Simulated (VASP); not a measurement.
# EuBi (F-43m) in VASP: further runs

EuBi is run at these levels: PBEsol; tasks: single point.

Everything below comes from runs of VASP 6.6.1. Logs are shortened: lines on timing, memory, paths and dates and some standing lists are left out, and cuts for length are marked.

### 1 The cell of the first run

Symmetry: F-43m, No. 216, cubic system. The conventional cell has a = 7.168 Å, b = 7.168 Å, c = 7.168 Å, α = 90.00°, β = 90.00°, γ = 90.00°. Within 4.1 Å of Eu (site symmetry -43m) lie 4 Bi at 3.10 Å. Within 4.1 Å of Bi (site symmetry -43m) lie 4 Eu at 3.10 Å.

### 2 Single point, PBEsol, collinear spin, ferromagnetic start (46.04 Å³/atom)

Input file INCAR:

```
ALGO     = Fast           # electronic algorithm
EDIFF    = 1E-6           # SCF threshold, eV
ENCUT    = 520            # plane-wave cutoff, eV
GGA      = PS             # functional
ISIF     = 2              # what is computed and relaxed
ISMEAR   = 0              # smearing method
ISPIN    = 2              # spin polarisation
LASPH    = T              # aspherical terms in the spheres
LCHARG   = T              # write CHGCAR
LELF     = T              # ELF
LMAXMIX  = 6              # l up to which the mixer works
LORBIT   = 11             # projections on sites
LREAL    = F              # projectors in reciprocal space
LVHAR    = T            
LWAVE    = F              # write WAVECAR
MAGMOM   = 7.22 0         # initial moments
NBANDS   = 27             # bands
NELM     = 150            # most SCF steps
PREC     = Accurate       # precision mode
SIGMA    = 0.05           # smearing width, eV
```

Input file KPOINTS:

```
k-points
0
Gamma
  8 8 8
```

Input file POSCAR:

```
EuBi
1.0
    0.0000000000      3.5839798003      3.5839798003
    3.5839798003      0.0000000000      3.5839798003
    3.5839798003      3.5839798003      0.0000000000
Eu Bi
1 1
Direct
    0.0000000000      0.0000000000      0.0000000000
    0.2500000000      0.2500000000      0.2500000000
```

Potentials or basis: VASP PAW PBE potentials, release 64 (Eu, Bi_d).

Command:

```bash
cat potpaw_PBE.64/Eu/POTCAR potpaw_PBE.64/Bi_d/POTCAR > POTCAR
mpirun -np 1 vasp_std > vasp.out
```

OUTCAR:

```text
EDIFF = 1E-6
   ENCUT = 520
   GGA = PS
   ISIF = 2
   ISMEAR = 0
   ISPIN = 2
   LASPH = T
   LORBIT = 11
   LREAL = F
   NELM = 150
   PREC = Accurate

 ion  position               nearest neighbor table
   1  0.000  0.000  0.000-   2 3.10   2 3.10   2 3.10   2 3.10
   2  0.250  0.250  0.250-   1 3.10   1 3.10   1 3.10   1 3.10

  LATTYP: Found a face centered cubic cell.
 ALAT       =     7.1679596006

  Lattice vectors:

 A1 = (   0.0000000000,   3.5839798003,   3.5839798003)
 A2 = (   3.5839798003,   0.0000000000,   3.5839798003)
 A3 = (   3.5839798003,   3.5839798003,   0.0000000000)

Analysis of symmetry for initial positions (statically):
=====================================================================
 Subroutine PRICEL returns:
 Original cell was already a primitive cell.

 Routine SETGRP: Setting up the symmetry group for a
 face centered cubic supercell.

 Subroutine GETGRP returns: Found 24 space group operations
 (whereof 24 operations were pure point group operations)
 out of a pool of 48 trial point group operations.

The static configuration has the point symmetry T_d .

Analysis of symmetry for dynamics (positions and initial velocities):
=====================================================================
 Subroutine PRICEL returns:
 Original cell was already a primitive cell.

 Routine SETGRP: Setting up the symmetry group for a
 face centered cubic supercell.

 Subroutine GETGRP returns: Found 24 space group operations
 (whereof 24 operations were pure point group operations)
 out of a pool of 48 trial point group operations.

The dynamic configuration has the point symmetry T_d .

Analysis of structural, dynamic, and magnetic symmetry:
=====================================================================
 Subroutine PRICEL returns:
 Original cell was already a primitive cell.

 Routine SETGRP: Setting up the symmetry group for a
 face centered cubic supercell.

 Subroutine GETGRP returns: Found 24 space group operations
 (whereof 24 operations were pure point group operations)
 out of a pool of 48 trial point group operations.

The overall configuration has the point symmetry T_d .

 Subroutine INISYM returns: Found 24 space group operations
 (whereof 24 operations are pure point group operations),
 and found     1 'primitive' translations

----------------------------------------------------------------------------------------

                                     Primitive cell

  volume of cell :      92.0718

  direct lattice vectors                    reciprocal lattice vectors
     0.000000000  3.583979800  3.583979800    -0.139509715  0.139509715  0.139509715
     3.583979800  0.000000000  3.583979800     0.139509715 -0.139509715  0.139509715
     3.583979800  3.583979800  0.000000000     0.139509715  0.139509715 -0.139509715

  length of vectors
     5.068512841  5.068512841  5.068512841     0.241637914  0.241637914  0.241637914

  position of ions in fractional coordinates (direct lattice)
     0.000000000  0.000000000  0.000000000
     0.250000000  0.250000000  0.250000000

  ion indices of the primitive-cell ions
   primitive index   ion index
                 1           1
                 2           2

----------------------------------------------------------------------------------------

 KPOINTS: k-points

Automatic generation of k-mesh.
 Grid dimensions read from file:
 generate k-points for:    8    8    8

 Generating k-lattice:

  Cartesian coordinates                     Fractional coordinates (reciprocal lattice)
    -0.017438714  0.017438714  0.017438714     0.125000000  0.000000000  0.000000000
     0.017438714 -0.017438714  0.017438714     0.000000000  0.125000000  0.000000000
     0.017438714  0.017438714 -0.017438714     0.000000000  0.000000000  0.125000000

  Length of vectors
     0.030204739  0.030204739  0.030204739

  Shift w.r.t. Gamma in fractional coordinates (k-lattice)
     0.000000000  0.000000000  0.000000000

 Subroutine IBZKPT returns following result:
 ===========================================

 Found     29 irreducible k-points:

 Following reciprocal coordinates:
            Coordinates               Weight
  0.000000  0.000000  0.000000      1.000000
  0.125000  0.000000  0.000000      8.000000
  0.250000  0.000000  0.000000      8.000000
  0.375000  0.000000  0.000000      8.000000
  0.500000  0.000000  0.000000      4.000000
  0.125000  0.125000  0.000000      6.000000
[... 16 lines left out ...]
  0.500000  0.250000  0.125000     48.000000
 -0.375000  0.250000  0.125000     24.000000
 [... further k-points ...]
   k-points           NKPTS =     29   k-points in BZ     NKDIM =     29   number of bands    NBANDS=     27
   number of dos      NEDOS =    301   number of ions     NIONS =      2
   total plane-waves  NPLWV =  64000
   dimension x,y,z NGX =    40 NGY =   40 NGZ =   40
   dimension x,y,z NGXF=    80 NGYF=   80 NGZF=   80
   ions per type =               1   1
   NGX,Y,Z   is equivalent  to a cutoff of  13.12, 13.12, 13.12 a.u.
   NGXF,Y,Z  is equivalent  to a cutoff of  26.24, 26.24, 26.24 a.u.
 SYSTEM =  unknown system
   PREC   = accura    normal or accurate (medium, high low for compatibility)
   ISTART =      0    job   : 0-new  1-cont  2-samecut
   ICHARG =      2    charge: 1-file 2-atom 10-const
   ISPIN  =      2    spin polarized calculation?
   LNONCOLLINEAR =      F non collinear calculations
   LSORBIT =      F    spin-orbit coupling
   LASPH  =      T    aspherical Exc in radial PAW
   ENCUT  =  520.0 eV  38.22 Ry    6.18 a.u.   9.42  9.42  9.42*2*pi/ulx,y,z
   NELM   =    150;   NELMIN=  2; NELMDL= -5     # of ELM steps
   EDIFF  = 0.1E-05   stopping-criterion for ELM
   LREAL  =      F    real-space projection
   EDIFFG = 0.1E-04   stopping-criterion for IOM
   NSW    =      0    number of steps for IOM
   IBRION =     -1    ionic relax: 0-MD 1-quasi-New 2-CG
   NFREE  =      0    steps in history (QN), initial steepest desc. (CG)
   ISIF   =      2    stress and relaxation
   ISYM   =      2    0-nonsym 1-usesym 2-fastsym
   POTIM  = 0.5000    time-step for ionic-motion
   TEBEG  =    0.0;   TEEND  =   0.0 temperature during run
   PSTRESS=    0.0 pullay stress
   NELECT =      32.0000    total number of electrons
   NUPDOWN=      -1.0000    fix difference up-down
   EMIN   =  10.00;   EMAX   =-10.00  energy-range for DOS
   EFERMI =   0.00;   METHOD = LEGACY
   ISMEAR =     0;   SIGMA  =   0.05  broadening in eV -4-tet -1-fermi 0-gaus
   EFERMI_NEDOS =   21; number of points for ismear=-14 and -15
   IALGO  =     68    algorithm
   IMIX   =      4    mixing-type and parameters
     AMIX     =   0.40;   BMIX     =  1.00
     AMIX_MAG =   1.60;   BMIX_MAG =  1.00
  volume/ion in A,a.u.               =      46.04       310.67
  Fermi-wavevector in a.u.,A,eV,Ry     =   1.151019  2.175111 18.025616  1.324845
  Thomas-Fermi vector in A             =   2.287680
   LORBIT       =     11    0 simple, 1 ext, 2 COOP (PROOUT), +10 PAW based schemes
   GGA     = PS    functional components
   LHFCALC =     F    Hartree Fock is set to
   AEXX    =    0.0000 exact exchange contribution
   IVDW    =     0    specifies the selected vdW correction
   LEPSILON=     F    determine dielectric tensor
   LRPA    =     F    only Hartree local field effects (RPA)
 spin polarized calculation
 RMM-DIIS sequential band-by-band and
 Gauss-broadening in eV      SIGMA  =   0.05
  energy-cutoff  :      520.00
  volume of cell :       92.07
 maximum number of plane-waves:      2509
 NGX is ok and might be reduce to    40
   NGX = 19   NGY = 19   NGZ = 19

 number of electron      32.0000006 magnetization       6.0032813

 Free energy of the ion-electron system (eV)
  ---------------------------------------------------
  ext. energy  EPLUGINS =         0.00000000
  ---------------------------------------------------
  free energy    TOTEN  =       -16.26738098 eV

  energy without entropy =      -16.26174354  energy(sigma->0) =      -16.26456226

 E-fermi :   1.6201     XC(G=0):  -8.2651

 val. band max:        1.6193126599   @ k =   0.3750   0.0000   0.0000
 cond. band min:       1.6241102745   @ k =   0.5000   0.0000   0.0000
 fundamental gap:      0.0047976146
 Fermi energy:         1.6201045704

 spin component 1

 k-point     1 :       0.0000    0.0000    0.0000
  band No.  band energies     occupation
      1     -39.5973      1.00000
      2     -19.5655      1.00000
      3     -19.5655      1.00000
      4     -19.5655      1.00000
      5     -19.4564      1.00000
      6     -19.4564      1.00000
[... 19 lines left out ...]
     26       7.9848      0.00000
     27       9.1064      0.00000

 k-point     2 :       0.1250    0.0000    0.0000
  band No.  band energies     occupation
      1     -39.5972      1.00000
      2     -19.5629      1.00000
      3     -19.5629      1.00000
      4     -19.5551      1.00000
      5     -19.4566      1.00000
      6     -19.4566      1.00000
[... 19 lines left out ...]
     26       8.1002      0.00000
     27       8.7593      0.00000

 k-point     3 :       0.2500    0.0000    0.0000
  band No.  band energies     occupation
      1     -39.5969      1.00000
      2     -19.5565      1.00000
      3     -19.5565      1.00000
      4     -19.5285      1.00000
      5     -19.4567      1.00000
      6     -19.4567      1.00000
[... 594 lines left out ...]
      1     -39.5965      1.00000
      2     -19.5436      1.00000
      3     -19.5378      1.00000
      4     -19.4952      1.00000
      5     -19.4585      1.00000
      6     -19.4562      1.00000
[... 19 lines left out ...]
     26       7.0333      0.00000
     27       8.7045      0.00000

 k-point    24 :      -0.3750    0.2500    0.1250
  band No.  band energies     occupation
      1     -39.5964      1.00000
      2     -19.5400      1.00000
      3     -19.5363      1.00000
      4     -19.4855      1.00000
      5     -19.4581      1.00000
      6     -19.4568      1.00000
[... 19 lines left out ...]
     26       6.9344      0.00000
     27       9.7892      0.00000

 [... further k-points ...]

 spin component 2

 k-point     1 :       0.0000    0.0000    0.0000
  band No.  band energies     occupation
      1     -36.6461      1.00000
      2     -19.5852      1.00000
      3     -19.5852      1.00000
      4     -19.5852      1.00000
      5     -19.5246      1.00000
      6     -19.5246      1.00000
[... 19 lines left out ...]
     26       9.0627      0.00000
     27      10.0527      0.00000

 k-point     2 :       0.1250    0.0000    0.0000
  band No.  band energies     occupation
      1     -36.6460      1.00000
      2     -19.5840      1.00000
      3     -19.5840      1.00000
      4     -19.5805      1.00000
      5     -19.5247      1.00000
      6     -19.5247      1.00000
[... 19 lines left out ...]
     26      10.0805      0.00000
     27      13.5754      0.00000

 k-point     3 :       0.2500    0.0000    0.0000
  band No.  band energies     occupation
      1     -36.6456      1.00000
      2     -19.5810      1.00000
      3     -19.5810      1.00000
      4     -19.5688      1.00000
      5     -19.5247      1.00000
      6     -19.5247      1.00000
[... 594 lines left out ...]
      1     -36.6449      1.00000
      2     -19.5752      1.00000
      3     -19.5731      1.00000
      4     -19.5545      1.00000
      5     -19.5257      1.00000
      6     -19.5241      1.00000
[... 19 lines left out ...]
     26       7.5220      0.00000
     27      18.7458      0.00000

 k-point    24 :      -0.3750    0.2500    0.1250
  band No.  band energies     occupation
      1     -36.6447      1.00000
      2     -19.5736      1.00000
      3     -19.5724      1.00000
      4     -19.5506      1.00000
      5     -19.5255      1.00000
      6     -19.5243      1.00000
[... 19 lines left out ...]
     26       7.3378      0.00000
     27       9.9990      0.00000

 [... further k-points ...]
[... 5 lines left out ...]
  --------------------------------------------------------------------------------------
  -------------------------------------------------------------------------------------
  Total        0.4787920      0.4787920      0.4787920      0.0000000     -0.0000000      0.0000000
  in kB        8.3316454      8.3316454      8.3316454      0.0000000     -0.0000000      0.0000000
  external PRESSURE =       8.3316454 kB  Pullay stress =       0.0000000 kB

 VOLUME and BASIS-vectors are now :
 -----------------------------------------------------------------------------
  energy-cutoff  :      520.00
  volume of cell :       92.07
      direct lattice vectors                 reciprocal lattice vectors
     0.000000000  3.583979800  3.583979800    -0.139509715  0.139509715  0.139509715
     3.583979800  0.000000000  3.583979800     0.139509715 -0.139509715  0.139509715
     3.583979800  3.583979800  0.000000000     0.139509715  0.139509715 -0.139509715

 POSITION                                       TOTAL-FORCE (eV/Angst)
 -----------------------------------------------------------------------------------
      0.00000      0.00000      0.00000        -0.000000      0.000000     -0.000000
      1.79199      1.79199      1.79199         0.000000     -0.000000      0.000000
 -----------------------------------------------------------------------------------
    total drift:                                0.000000      0.000000      0.000000

  FREE ENERGIE OF THE ION-ELECTRON SYSTEM (eV)
  ---------------------------------------------------
  free  energy   TOTEN  =       -16.2673809848 eV

  energy  without entropy=      -16.2617435368  energy(sigma->0) =      -16.26456226

 total charge

# of ion       s       p       d       f       tot
--------------------------------------------------
    1        2.056   5.696   0.368   6.530  14.650
    2        1.446   1.699   9.873   0.000  13.018
--------------------------------------------------
tot          3.503   7.395  10.241   6.530  27.668

 magnetization (x)

# of ion       s       p       d       f       tot
--------------------------------------------------
    1       -0.004  -0.118   0.015   6.495   6.388
    2       -0.006  -0.303   0.002   0.000  -0.308
--------------------------------------------------
tot         -0.011  -0.421   0.017   6.495   6.081
```

It took 6.2 min on 1 thread of Intel Xeon 6975P-C (Granite Rapids), shared host; peak memory 0.38 GiB.

Results:

```
Free energy                                           : -16.2674 eV
Pressure                                              : 0.8 GPa
Band gap on the k mesh                                : zero (filled and empty bands overlap)
Net moment                                            : 6.00 μB per cell
Site moments                                          : Eu +6.39; Bi -0.31 μB
Valence electrons inside the program's atomic spheres : Eu 14.65; Bi 13.02
```

Levels at points of the mesh, in eV from the Fermi level:
Spin up:
| k point | band 17 | band 18 | band 19 | band 20 | band 21 | band 22 |
| --- | --- | --- | --- | --- | --- | --- |
| (0.00, 0.00, 0.00) | -0.31 | -0.13 | -0.13 | -0.13 | 2.09 | 3.04 |
| (0.50, 0.00, 0.00) | -0.33 | -0.30 | 0.00 | 0.00 | 2.96 | 3.28 |
| (0.50, 0.50, 0.00) | -0.33 | -0.32 | 0.31 | 0.31 | 1.71 | 2.84 |
Spin down:
```
           k point  band 11  band 12  band 13  band 14  band 15  band 16
(0.00, 0.00, 0.00)    -0.56    -0.56    -0.56     1.72     3.61     3.61
(0.50, 0.00, 0.00)    -1.66    -0.34    -0.34     3.26     3.63     3.71
(0.50, 0.50, 0.00)    -1.91    -0.05    -0.05     1.80     3.16     4.11
```

Caveat: the PAW data sets were made with another functional, which shifts forces and pressure a little; spin-orbit coupling is left out, which moves the levels of the heavy elements; semilocal functionals describe open f shells poorly, which spoils levels, moments and volumes. The state reached can hang on the start; a lower one may exist.

### 3 Single point, PBEsol, collinear spin, ferromagnetic start (46.99 Å³/atom)

This run uses another cell than the first one, of 46.99 Å³/atom.

Input file INCAR:

```
  PREC = Accurate
  ENCUT = 520
  EDIFF = 1E-6
  ISMEAR = 0
  SIGMA = 0.05
  LREAL = F
  LASPH = T
  NELM = 150
  ALGO = Normal
  ISIF = 2
  LWAVE = F
  LCHARG = F
  ISPIN = 2
  MAGMOM = 7.23 0
  LORBIT = 11
  LMAXMIX = 6
  GGA = PS
  NBANDS = 27
```

Input file KPOINTS:

```
regular mesh
0
Gamma
  8 8 8
```

Input file POSCAR:

```
EuBi
1.0
    0.0000000000      3.6086976835      3.6086976835
    3.6086976835      0.0000000000      3.6086976835
    3.6086976835      3.6086976835      0.0000000000
Eu Bi
1 1
Direct
    0.0000000000      0.0000000000      0.0000000000
    0.2500000000      0.2500000000      0.2500000000
```

Potentials or basis: VASP PAW PBE potentials, release 64 (Eu, Bi_d).

Command:

```bash
cat potpaw_PBE.64/Eu/POTCAR potpaw_PBE.64/Bi_d/POTCAR > POTCAR
mpirun -np 1 vasp_std > vasp.out
```

Wall time 3 min (1 thread of Intel Xeon 6975P-C (Granite Rapids), shared host); peak memory 0.37 GiB.

It converged, with:

```
Free energy                                           : -16.2750 eV
Pressure                                              : 0.3 GPa
Band gap on the k mesh                                : zero (filled and empty bands overlap)
Net moment                                            : 6.00 μB per cell
Site moments                                          : Eu +6.40; Bi -0.31 μB
Valence electrons inside the program's atomic spheres : Eu 14.64; Bi 13.01
```

Levels at points of the mesh, in eV from the Fermi level:
Spin up:
```tsv
k point	band 16	band 17	band 18	band 19	band 20	band 21	band 22	band 23
(0.00, 0.00, 0.00)	-0.31	-0.31	-0.12	-0.12	-0.12	1.76	3.02	3.02
(0.50, 0.00, 0.00)	-0.33	-0.33	-0.30	0.01	0.01	2.93	3.26	3.26
(0.50, 0.50, 0.00)	-0.33	-0.33	-0.32	0.29	0.29	1.54	2.81	3.56
```
Spin down:
| k point | band 11 | band 12 | band 13 | band 14 | band 15 | band 16 |
| --- | --- | --- | --- | --- | --- | --- |
| (0.00, 0.00, 0.00) | -0.55 | -0.55 | -0.55 | 1.68 | 3.59 | 3.59 |
| (0.50, 0.00, 0.00) | -1.64 | -0.33 | -0.33 | 3.23 | 3.62 | 3.69 |
| (0.50, 0.50, 0.00) | -1.87 | -0.06 | -0.06 | 1.81 | 3.13 | 4.11 |

Caveat: the PAW data sets were made with another functional, which shifts forces and pressure a little; spin-orbit coupling is left out, which moves the levels of the heavy elements; semilocal functionals describe open f shells poorly, which spoils levels, moments and volumes. The state reached can hang on the start; a lower one may exist.

The gap in the log of VASP goes by the Fermi energy; the results here count the filled bands.